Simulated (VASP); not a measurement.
# Rb3NaO2 (P-4m2) in VASP: single point with PBE

Aim: the single point of Rb3NaO2 with PBE.

All numbers are computed with VASP 6.6.1; they aren't measurements. Logs are shortened: lines on timing, memory, paths and dates and some standing lists are left out, and cuts for length are marked.

### Step 1. The cell of the first run

The structure is tetragonal, space group P-4m2 (No. 115). Conventional cell: a = 4.690 Å, b = 4.690 Å, c = 6.623 Å, α = 90.00°, β = 90.00°, γ = 90.00°. Rb (site symmetry -4m2) has 4 O at 2.92 Å and 6 Rb at 3.31 to 3.32 Å within 3.8 Å. Rb (site symmetry -4m2) has 4 O at 2.92 Å and 2 Na at 3.31 Å and 4 Rb at 3.32 Å within 3.8 Å. Within 3.7 Å of Rb (site symmetry -4m2) lie 4 O at 2.82 Å and 2 Rb at 3.31 Å and 4 Na at 3.32 Å. Na (site symmetry -4m2) has 4 O at 2.82 Å and 6 Rb at 3.31 to 3.32 Å within 3.7 Å. Within 3.7 Å of O (site symmetry 2mm) lie 6 Rb at 2.82 to 2.92 Å and 2 Na at 2.82 Å.

The cell was generated, and may not be a known phase.

### Step 2. Single point, PBE

Contents of INCAR:

```
PREC     = Accurate       # precision mode
ENCUT    = 520            # plane-wave cutoff, eV
EDIFF    = 1E-6           # SCF threshold, eV
ISMEAR   = 0              # smearing method
SIGMA    = 0.02           # smearing width, eV
LREAL    = False          # projectors in reciprocal space
LASPH    = True           # aspherical terms in the spheres
NELM     = 100            # most SCF steps
ALGO     = Normal         # electronic algorithm
ISIF     = 2              # what is computed and relaxed
LWAVE    = False          # write WAVECAR
LCHARG   = True           # write CHGCAR
GGA      = PE             # functional
LELF     = True           # ELF
LVHAR    = True         
NBANDS   = 32             # bands
```

Contents of KPOINTS:

```
regular mesh
0
Gamma
  6 6 4
```

Contents of POSCAR:

```
Rb3NaO2
1.0
    4.6896963873      0.0000000000      0.0000000000
    0.0000000000      4.6896963873      0.0000000000
    0.0000000000      0.0000000000      6.6228092285
Rb Na O
3 1 2
Direct
    0.5000000000      0.5000000000      0.0000000000
    0.0000000000      0.0000000000      0.0000000000
    0.5000000000      0.5000000000      0.5000000000
    0.0000000000      0.0000000000      0.5000000000
    0.0000000000      0.5000000000      0.2634754931
    0.5000000000      0.0000000000      0.7365245069
```

Potentials or basis: VASP PAW PBE potentials, release 64 (Rb_sv, Na_pv, O).

Run with:

```console
> cat potpaw_PBE.64/Rb_sv/POTCAR potpaw_PBE.64/Na_pv/POTCAR potpaw_PBE.64/O/POTCAR > POTCAR
> mpirun -np 1 vasp_std > vasp.out
```

OUTCAR:

```text
PREC = Accurate
   ENCUT = 520
   EDIFF = 1E-6
   ISMEAR = 0
   LREAL = False
   LASPH = True
   NELM = 100
   ISIF = 2
   GGA = PE

 ion  position               nearest neighbor table
   1  0.500  0.500  0.000-   5 2.92   6 2.92   6 2.92   5 2.92   3 3.31   3 3.31   2 3.32   2 3.32
                             2 3.32   2 3.32   3 5.74   3 5.74   3 5.74   3 5.74   3 5.74   3 5.74
   2  0.000  0.000  0.000-   5 2.92   6 2.92   5 2.92   6 2.92   4 3.31   4 3.31   1 3.32   1 3.32
                             1 3.32   1 3.32   3 4.69   3 4.69   3 4.69   3 4.69   3 4.69   3 4.69
   3  0.500  0.500  0.500-   5 2.82   6 2.82   6 2.82   5 2.82   1 3.31   1 3.31   4 3.32   4 3.32
                             4 3.32   4 3.32   2 4.69   2 4.69   2 4.69   2 4.69   2 4.69   2 4.69
   4  0.000  0.000  0.500-   2 3.31   2 3.31   3 3.32   3 3.32   3 3.32   3 3.32
   5  0.000  0.500  0.263-   3 2.82   3 2.82   1 2.92   2 2.92   1 2.92   2 2.92
   6  0.500  0.000  0.737-   3 2.82   3 2.82   1 2.92   1 2.92   2 2.92   2 2.92

  LATTYP: Found a simple tetragonal cell.
 ALAT       =     4.6896963873
 C/A-ratio  =     1.4122042626

  Lattice vectors:

 A1 = (   4.6896963873,   0.0000000000,   0.0000000000)
 A2 = (   0.0000000000,   4.6896963873,   0.0000000000)
 A3 = (   0.0000000000,   0.0000000000,   6.6228092285)

Analysis of symmetry for initial positions (statically):
=====================================================================
 Subroutine PRICEL returns:
 Original cell was already a primitive cell.

 Routine SETGRP: Setting up the symmetry group for a
 simple tetragonal supercell.

 Subroutine GETGRP returns: Found  8 space group operations
 (whereof  8 operations were pure point group operations)
 out of a pool of 16 trial point group operations.

The static configuration has the point symmetry D_2d.

Analysis of symmetry for dynamics (positions and initial velocities):
=====================================================================
 Subroutine PRICEL returns:
 Original cell was already a primitive cell.

 Routine SETGRP: Setting up the symmetry group for a
 simple tetragonal supercell.

 Subroutine GETGRP returns: Found  8 space group operations
 (whereof  8 operations were pure point group operations)
 out of a pool of 16 trial point group operations.

The dynamic configuration has the point symmetry D_2d.

 Subroutine INISYM returns: Found  8 space group operations
 (whereof  8 operations are pure point group operations),
 and found     1 'primitive' translations

----------------------------------------------------------------------------------------

                                     Primitive cell

  volume of cell :     145.6571

  direct lattice vectors                    reciprocal lattice vectors
     4.689696387  0.000000000  0.000000000     0.213233420  0.000000000  0.000000000
     0.000000000  4.689696387  0.000000000     0.000000000  0.213233420  0.000000000
     0.000000000  0.000000000  6.622809229     0.000000000  0.000000000  0.150993327

  length of vectors
     4.689696387  4.689696387  6.622809229     0.213233420  0.213233420  0.150993327

  position of ions in fractional coordinates (direct lattice)
     0.500000000  0.500000000  0.000000000
     0.000000000  0.000000000  0.000000000
     0.500000000  0.500000000  0.500000000
     0.000000000  0.000000000  0.500000000
     0.000000000  0.500000000  0.263475493
     0.500000000  0.000000000  0.736524507

  ion indices of the primitive-cell ions
   primitive index   ion index
                 1           1
                 2           2
                 3           3
                 4           4
                 5           5
                 6           6

----------------------------------------------------------------------------------------

 KPOINTS: regular mesh

Automatic generation of k-mesh.
 Grid dimensions read from file:
 generate k-points for:    6    6    4

 Generating k-lattice:

  Cartesian coordinates                     Fractional coordinates (reciprocal lattice)
     0.035538903  0.000000000  0.000000000     0.166666667  0.000000000  0.000000000
     0.000000000  0.035538903  0.000000000     0.000000000  0.166666667  0.000000000
     0.000000000  0.000000000  0.037748332     0.000000000  0.000000000  0.250000000

  Length of vectors
     0.035538903  0.035538903  0.037748332

  Shift w.r.t. Gamma in fractional coordinates (k-lattice)
     0.000000000  0.000000000  0.000000000

 Subroutine IBZKPT returns following result:
 ===========================================

 Found     30 irreducible k-points:

 Following reciprocal coordinates:
            Coordinates               Weight
  0.000000  0.000000  0.000000      1.000000
  0.166667  0.000000  0.000000      4.000000
  0.333333  0.000000  0.000000      4.000000
  0.500000  0.000000  0.000000      2.000000
  0.166667  0.166667  0.000000      4.000000
  0.333333  0.166667  0.000000      8.000000
[... 16 lines left out ...]
  0.333333  0.000000  0.500000      4.000000
  0.500000  0.000000  0.500000      2.000000
 [... further k-points ...]
   k-points           NKPTS =     30   k-points in BZ     NKDIM =     30   number of bands    NBANDS=     32
   number of dos      NEDOS =    301   number of ions     NIONS =      6
   total plane-waves  NPLWV =  64800
   dimension x,y,z NGX =    36 NGY =   36 NGZ =   50
   dimension x,y,z NGXF=    72 NGYF=   72 NGZF=  100
   ions per type =               3   1   2
   NGX,Y,Z   is equivalent  to a cutoff of  12.76, 12.76, 12.55 a.u.
   NGXF,Y,Z  is equivalent  to a cutoff of  25.52, 25.52, 25.10 a.u.
 SYSTEM =  unknown system
   PREC   = accura    normal or accurate (medium, high low for compatibility)
   ISTART =      0    job   : 0-new  1-cont  2-samecut
   ICHARG =      2    charge: 1-file 2-atom 10-const
   ISPIN  =      1    spin polarized calculation?
   LNONCOLLINEAR =      F non collinear calculations
   LSORBIT =      F    spin-orbit coupling
   LASPH  =      T    aspherical Exc in radial PAW
   ENCUT  =  520.0 eV  38.22 Ry    6.18 a.u.   8.72  8.72 12.31*2*pi/ulx,y,z
   NELM   =    100;   NELMIN=  2; NELMDL= -5     # of ELM steps
   EDIFF  = 0.1E-05   stopping-criterion for ELM
   LREAL  =      F    real-space projection
   EDIFFG = 0.1E-04   stopping-criterion for IOM
   NSW    =      0    number of steps for IOM
   IBRION =     -1    ionic relax: 0-MD 1-quasi-New 2-CG
   NFREE  =      0    steps in history (QN), initial steepest desc. (CG)
   ISIF   =      2    stress and relaxation
   ISYM   =      2    0-nonsym 1-usesym 2-fastsym
   POTIM  = 0.5000    time-step for ionic-motion
   TEBEG  =    0.0;   TEEND  =   0.0 temperature during run
   PSTRESS=    0.0 pullay stress
   NELECT =      46.0000    total number of electrons
   NUPDOWN=      -1.0000    fix difference up-down
   EMIN   =  10.00;   EMAX   =-10.00  energy-range for DOS
   EFERMI =   0.00;   METHOD = LEGACY
   ISMEAR =     0;   SIGMA  =   0.02  broadening in eV -4-tet -1-fermi 0-gaus
   EFERMI_NEDOS =   21; number of points for ismear=-14 and -15
   IALGO  =     38    algorithm
   IMIX   =      4    mixing-type and parameters
     AMIX     =   0.40;   BMIX     =  1.00
     AMIX_MAG =   1.60;   BMIX_MAG =  1.00
  volume/ion in A,a.u.               =      24.28       163.82
  Fermi-wavevector in a.u.,A,eV,Ry     =   1.114851  2.106763 16.910586  1.242893
  Thomas-Fermi vector in A             =   2.251450
   LORBIT       =      0    0 simple, 1 ext, 2 COOP (PROOUT), +10 PAW based schemes
   GGA     = PE    functional components
   LHFCALC =     F    Hartree Fock is set to
   AEXX    =    0.0000 exact exchange contribution
   IVDW    =     0    specifies the selected vdW correction
   LEPSILON=     F    determine dielectric tensor
   LRPA    =     F    only Hartree local field effects (RPA)
 non-spin polarized calculation
 Gauss-broadening in eV      SIGMA  =   0.02
  energy-cutoff  :      520.00
  volume of cell :      145.66
 maximum number of plane-waves:      3942
 NGX is ok and might be reduce to    36
   NGX = 17   NGY = 17   NGZ = 25

 number of electron      46.0000016 magnetization

 Free energy of the ion-electron system (eV)
  ---------------------------------------------------
  ext. energy  EPLUGINS =         0.00000000
  ---------------------------------------------------
  free energy    TOTEN  =       -19.42301746 eV

  energy without entropy =      -19.42301746  energy(sigma->0) =      -19.42301746

 E-fermi :   0.9751     XC(G=0):  -8.2143

 val. band max:        0.8139187962   @ k =   0.5000   0.5000   0.0000
 cond. band min:       1.9499955728   @ k =   0.0000   0.0000   0.0000
 fundamental gap:      1.1360767766
 Fermi energy:         0.9751037929

 k-point     1 :       0.0000    0.0000    0.0000
  band No.  band energies     occupation
      1     -26.1175      2.00000
      2     -25.7265      2.00000
      3     -25.0788      2.00000
      4     -23.1161      2.00000
      5     -23.0919      2.00000
      6     -23.0919      2.00000
[... 24 lines left out ...]
     31       7.2249      0.00000
     32       8.4349      0.00000

 k-point     2 :       0.1667    0.0000    0.0000
  band No.  band energies     occupation
      1     -26.0917      2.00000
      2     -25.7520      2.00000
      3     -25.0780      2.00000
      4     -23.1160      2.00000
      5     -23.0918      2.00000
      6     -23.0915      2.00000
[... 24 lines left out ...]
     31       7.2396      0.00000
     32       8.0202      0.00000
[... 733 lines left out ...]
     31       7.7058      0.00000
     32       7.8182      0.00000

 k-point    24 :       0.5000    0.0000    0.5000
  band No.  band energies     occupation
      1     -25.9382      2.00000
      2     -25.8958      2.00000
      3     -25.0887      2.00000
      4     -23.1140      2.00000
      5     -23.0915      2.00000
      6     -23.0903      2.00000
[... 24 lines left out ...]
     31       7.4960      0.00000
     32       8.4927      0.00000

 [... further k-points ...]

------------------------ aborting loop because EDIFF is reached ----------------------------------------

  FORCE on cell =-STRESS in cart. coord.  units (eV):
  Direction    XX          YY          ZZ          XY          YZ          ZX
  --------------------------------------------------------------------------------------
  -------------------------------------------------------------------------------------
  Total        0.0752840      0.0752840      0.0706015      0.0000000      0.0000000      0.0000000
  in kB        0.8280975      0.8280975      0.7765922      0.0000000      0.0000000      0.0000000
  external PRESSURE =       0.8109291 kB  Pullay stress =       0.0000000 kB

 VOLUME and BASIS-vectors are now :
 -----------------------------------------------------------------------------
  energy-cutoff  :      520.00
  volume of cell :      145.66
      direct lattice vectors                 reciprocal lattice vectors
     4.689696387  0.000000000  0.000000000     0.213233420  0.000000000  0.000000000
     0.000000000  4.689696387  0.000000000     0.000000000  0.213233420  0.000000000
     0.000000000  0.000000000  6.622809229     0.000000000  0.000000000  0.150993327

 POSITION                                       TOTAL-FORCE (eV/Angst)
 -----------------------------------------------------------------------------------
      2.34485      2.34485      0.00000         0.000000     -0.000000      0.000000
      0.00000      0.00000      0.00000        -0.000000      0.000000      0.000000
      2.34485      2.34485      3.31140         0.000000      0.000000      0.000000
      0.00000      0.00000      3.31140         0.000000      0.000000      0.000000
      0.00000      2.34485      1.74495        -0.000000      0.000000     -0.004366
      2.34485      0.00000      4.87786         0.000000      0.000000      0.004366
 -----------------------------------------------------------------------------------
    total drift:                                0.000000      0.000000      0.000000

  FREE ENERGIE OF THE ION-ELECTRON SYSTEM (eV)
  ---------------------------------------------------
  free  energy   TOTEN  =       -19.4230174582 eV

  energy  without entropy=      -19.4230174582  energy(sigma->0) =      -19.42301746
```

Wall time 2 min (1 thread of Oxide Virtual Turin-like, shared host); peak memory 0.27 GiB.

What came out:

| Property | Result |
| --- | --- |
| Free energy | -19.4230 eV |
| Pressure | 0.1 GPa |
| Largest force | 0.004 eV/Å |
| Band gap on the k mesh | 1.14 eV (least direct gap 1.29 eV) |

Forces on the atoms (eV/Å):
```
Rb   0.000  0.000  0.000
Rb   0.000  0.000  0.000
Rb   0.000  0.000  0.000
Na   0.000  0.000  0.000
O    0.000  0.000 -0.004
O    0.000  0.000  0.004
```

A k mesh can miss the band edges.
